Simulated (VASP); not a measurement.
# NiGe in VASP: notebook, part 2 of 2

VASP 6.6.1. Earlier steps stand in the parts before.

**4. Single point, PBE**

This run uses another cell than the first one, of 13.19 Å³/atom, 1.006 times its volume.

INCAR

```
PREC = Accurate ; ENCUT = 520
EDIFF = 1E-6 ; ISMEAR = 0
SIGMA = 0.1 ; LREAL = F
LASPH = T ; NELM = 80
ALGO = Normal ; ISIF = 2
LWAVE = F ; LCHARG = F
GGA = PE ; NBANDS = 19
```

KPOINTS

```
regular mesh
0
Gamma
  18 18 18
```

POSCAR

```
NiGe
1.0
    2.9767831880      0.0000000000      0.0000000000
    0.0000000000      2.9767831880      0.0000000000
    0.0000000000      0.0000000000      2.9767831880
Ni Ge
1 1
Direct
    0.5000000000      0.5000000000      0.5000000000
    0.0000000000      0.0000000000      0.0000000000
```

Started as:

```
> cat potpaw_PBE.64/Ni/POTCAR potpaw_PBE.64/Ge_d/POTCAR > POTCAR
> mpirun -np 1 vasp_std > vasp.out
```

It took 75 s on 1 thread of Intel Xeon Platinum 8375C at 2.90GHz (Ice Lake), shared host; peak memory 0.23 GiB.

Results (log left out):

| Item | Value |
| --- | --- |
| Free energy | -10.1242 eV |
| Pressure | 0.2 GPa |
| Band gap on the k mesh | zero (band 12 reaches 12.03 eV, above the bottom of band 13 at 8.57 eV) |

Levels at points of the mesh, in eV from the Fermi level:
| k point | band 8 | band 9 | band 10 | band 11 | band 12 | band 13 | band 14 | band 15 | band 16 | band 17 |
| --- | --- | --- | --- | --- | --- | --- | --- | --- | --- | --- |
| (0.00, 0.00, 0.00) | -2.97 | -1.57 | -1.57 | -1.57 | 2.58 | 2.58 | 2.58 | 7.53 | 8.58 | 8.58 |
| (0.50, 0.00, 0.00) | -2.66 | -2.45 | -2.45 | -1.54 | -0.92 | 6.73 | 6.73 | 9.26 | 9.82 | 10.14 |
| (0.50, 0.50, 0.00) | -4.53 | -3.09 | -1.99 | -1.99 | -1.11 | -0.16 | 1.29 | 7.22 | 12.95 | 12.95 |
| (0.50, 0.50, 0.50) | -4.77 | -4.09 | -1.09 | -1.09 | 2.27 | 2.27 | 2.27 | 2.34 | 2.34 | 2.34 |

**5. Relaxation of cell and atoms, PBE**

INCAR

```
PREC = Accurate
ENCUT = 600
EDIFF = 1E-6
ISMEAR = 0
SIGMA = 0.1
LREAL = F
LASPH = T
NELM = 100
ALGO = Normal
ISIF = 3
LWAVE = F
LCHARG = F
GGA = PE
IBRION = 2
NSW = 100
EDIFFG = -0.01
```

KPOINTS

```
Automatic mesh
0
Gamma
  18 18 18
```

POSCAR

```
NiGe
1.0
    2.9703660750      0.0000000000      0.0000000000
    0.0000000000      2.9703660750      0.0000000000
    0.0000000000      0.0000000000      2.9703660750
Ni Ge
1 1
Direct
    0.5000000000      0.5000000000      0.5000000000
    0.0000000000      0.0000000000      0.0000000000
```

Potentials or basis: VASP PAW PBE potentials, release 64 (Ni, Ge_d).

Started as:

```
> cat potpaw_PBE.64/Ni/POTCAR potpaw_PBE.64/Ge_d/POTCAR > POTCAR
> mpirun -np 1 vasp_std > vasp.out
```

OUTCAR:

```text
PREC = Accurate
   ENCUT = 600
   EDIFF = 1E-6
   ISMEAR = 0
   LREAL = F
   LASPH = T
   NELM = 100
   ISIF = 3
   GGA = PE
   IBRION = 2
   NSW = 100
   EDIFFG = -0.01

 ion  position               nearest neighbor table
   1  0.500  0.500  0.500-   2 2.57   2 2.57   2 2.57   2 2.57   2 2.57   2 2.57   2 2.57   2 2.57

   2  0.000  0.000  0.000-   1 2.57   1 2.57   1 2.57   1 2.57   1 2.57   1 2.57   1 2.57   1 2.57

  LATTYP: Found a simple cubic cell.
 ALAT       =     2.9703660750

  Lattice vectors:

 A1 = (   2.9703660750,   0.0000000000,   0.0000000000)
 A2 = (   0.0000000000,   2.9703660750,   0.0000000000)
 A3 = (   0.0000000000,   0.0000000000,   2.9703660750)

Analysis of symmetry for initial positions (statically):
=====================================================================
 Subroutine PRICEL returns:
 Original cell was already a primitive cell.

 Routine SETGRP: Setting up the symmetry group for a
 simple cubic supercell.

 Subroutine GETGRP returns: Found 48 space group operations
[... 9 lines left out ...]

 Routine SETGRP: Setting up the symmetry group for a
[... 159 lines left out ...]

  FORCE on cell =-STRESS in cart. coord.  units (eV):
  Direction    XX          YY          ZZ          XY          YZ          ZX
  --------------------------------------------------------------------------------------
  -------------------------------------------------------------------------------------
  Total        0.1720214      0.1720214      0.1720214      0.0000000      0.0000000      0.0000000
  in kB       10.5163021     10.5163021     10.5163021      0.0000000      0.0000000      0.0000000
  external PRESSURE =      10.5163021 kB  Pullay stress =       0.0000000 kB
[... 59 lines left out ...]
--------------------------------------- Ionic step        3  -------------------------------------------

 number of electron      23.9999981 magnetization

 Free energy of the ion-electron system (eV)
  ---------------------------------------------------
  ext. energy  EPLUGINS =         0.00000000
  ---------------------------------------------------
  free energy    TOTEN  =       -10.12402591 eV

  energy without entropy =      -10.11862443  energy(sigma->0) =      -10.12132517

 E-fermi :   9.4368     XC(G=0): -12.6990

 val. band max:        9.4286243272   @ k =   0.3333   0.3333   0.2222
 cond. band min:       9.4486785104   @ k =   0.2222   0.1667   0.0556
 fundamental gap:      0.0200541833
 Fermi energy:         9.4367531787

 k-point     1 :       0.0000    0.0000    0.0000
  band No.  band energies     occupation
      1     -15.5351      2.00000
      2     -15.5351      2.00000
      3     -15.4363      2.00000
      4     -15.4363      2.00000
      5     -15.4363      2.00000
      6      -3.9326      2.00000
[... 433 lines left out ...]
      3     -15.4605      2.00000
      4     -15.4584      2.00000
      5     -15.4370      2.00000
      6      -1.9654      2.00000
[... 8 lines left out ...]
     15      18.4429      0.00000
     16      19.5130      0.00000

 [... further k-points ...]
[... 5 lines left out ...]
  --------------------------------------------------------------------------------------
  -------------------------------------------------------------------------------------
  Total        0.0101955      0.0101955      0.0101955      0.0000000      0.0000000     -0.0000000
  in kB        0.6184825      0.6184825      0.6184825      0.0000000      0.0000000     -0.0000000
  external PRESSURE =       0.6184825 kB  Pullay stress =       0.0000000 kB
[... 17 lines left out ...]
  FREE ENERGIE OF THE ION-ELECTRON SYSTEM (eV)
  ---------------------------------------------------
  free  energy   TOTEN  =       -10.1240259097 eV

  energy  without entropy=      -10.1186244324  energy(sigma->0) =      -10.12132517

 reached required accuracy - stopping structural energy minimisation
```

Wall time 2.2 min (1 thread of Intel Xeon Platinum 8375C at 2.90GHz (Ice Lake), shared host); peak memory 0.24 GiB.

What came out:

| Item | Value |
| --- | --- |
| Free energy | -10.1240 eV |
| Relaxed volume | 13.21 Å³/atom |
| Relaxed cell | a = 2.978 Å, b = 2.978 Å, c = 2.978 Å, α = 90.00°, β = 90.00°, γ = 90.00° |
| Space group after relaxing (to 0.05 Å) | Pm-3m (No. 221) |
| Energy gained by relaxing | 0.3 meV/atom |
| Ionic steps | 3 |
| Pressure after relaxing | 0.1 GPa |
| Band gap on the k mesh | zero (band 12 reaches 12.01 eV, above the bottom of band 13 at 8.55 eV) |

The path:
```tsv
step	energy change (eV)	largest force (eV/Å)	pressure (GPa)	volume (Å³)
1	0.0000	0.0000	1.05	26.21
2	-0.0004	0.0000	-0.89	26.54
3	-0.0006	0.0000	0.06	26.41
```

Final structure:
```yaml
crystal:
  lattice:
    - [2.97804, 0.00000, 0.00000]
    - [0.00000, 2.97804, 0.00000]
    - [0.00000, 0.00000, 2.97804]
  atoms:
    - { symbol: Ni, position: [0.50000, 0.50000, 0.50000] }
    - { symbol: Ge, position: [0.00000, 0.00000, 0.00000] }
```

Spin polarisation is off, so any magnetic state and its effect on volume and gap are missing.

**6. The runs side by side**

| task | cell | k mesh | cutoff (eV) | gap on the mesh (eV) | pressure (GPa) | relaxed volume (Å³/atom) |
| --- | --- | --- | --- | --- | --- | --- |
| relaxation of cell and atoms | relaxed from a = 2.969, b = 2.969, c = 2.974 Å, angles 90.0, 90.0, 90.7°, 2 atoms | 18 × 18 × 18 | 600 | none | 0.1 | 13.22 |
| single point | a = 2.959, b = 2.959, c = 2.993 Å, 2 atoms | 6 × 6 × 6 | 520 | none | 0.1 | - |
| single point | a = 2.977 Å, 2 atoms | 18 × 18 × 18 | 520 | none | 0.2 | - |
| relaxation of cell and atoms | relaxed from a = 2.970 Å, 2 atoms | 18 × 18 × 18 | 600 | none | 0.1 | 13.21 |

Alike in all rows: level PBE; potentials or basis VASP PAW PBE potentials, release 64 (Ni, Ge_d); no spin polarisation; smearing gaussian 0.1 eV.

Absolute energies hang on the potentials; compare differences alone.
